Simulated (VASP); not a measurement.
TiSi2: single point with PBE

TiSi2:

```xyz
6
Lattice="1.7738 -6.7803 0.0000 1.7738 6.7803 0.0000 0.0000 0.0000 3.5792" Properties=species:S:1:pos:R:3 pbc="T T T"
Ti    1.7738   -5.3811    2.6844
Ti    1.7738    5.3811    0.8948
Si    1.7738   -0.8021    2.6844
Si    1.7738    0.8021    0.8948
Si    1.7738    3.3925    2.6844
Si    1.7738   -3.3925    0.8948
```

```json
{
 "Program": "VASP 6.6.1",
 "Task": "single point",
 "Functional": "PBE",
 "Potentials or basis": "VASP PAW PBE potentials, release 64 (Ti_sv, Si)",
 "Cutoff": "520 eV",
 "k mesh": "10 × 10 × 10",
 "Occupations": "gaussian, width 0.1 eV",
 "Spin": "no spin polarisation",
 "Dipole correction": "no",
 "Further INCAR settings": "ALGO = Normal; EDIFF = 1e-07; NBANDS = 29"
}
```

```
Pressure               : 0.0 GPa
Largest force          : 0.011 eV/Å
Band gap on the k mesh : zero (bands 20 and 21 overlap by 0.99 eV)
```

Forces in eV/Å, atoms in the order of the input:
```
Ti   0.000  0.002  0.000
Ti   0.000 -0.002  0.000
Si   0.000  0.011  0.000
Si   0.000 -0.011  0.000
Si   0.000 -0.001  0.000
Si   0.000  0.001  0.000
```

Levels at points of the mesh, in eV from the Fermi level:
| k point | band 17 | band 18 | band 19 | band 20 | band 21 | band 22 | band 23 | band 24 |
| --- | --- | --- | --- | --- | --- | --- | --- | --- |
| (0.00, 0.00, 0.00) | -2.11 | -2.05 | -2.02 | 0.47 | 0.71 | 0.81 | 0.89 | 1.33 |
| (0.50, 0.00, 0.00) | -1.65 | -1.42 | -0.63 | -0.55 | -0.52 | 1.18 | 1.45 | 1.64 |
| (0.50, 0.50, 0.00) | -2.47 | -1.90 | -1.14 | 0.39 | 0.65 | 0.74 | 0.90 | 1.10 |
| (0.00, 0.00, 0.50) | -1.58 | -1.58 | -0.04 | -0.04 | 0.86 | 0.86 | 1.49 | 1.49 |
| (0.50, 0.00, 0.50) | -3.17 | -3.17 | -2.41 | -2.41 | 1.73 | 1.73 | 1.86 | 1.86 |
| (0.50, 0.50, 0.50) | -2.02 | -2.02 | -0.85 | -0.85 | 0.47 | 0.47 | 1.65 | 1.65 |

It took 6.2 min on 1 thread of Intel(R) Xeon(R) 6975P-C (Granite Rapids) (shared host), peak memory 0.54 GiB.
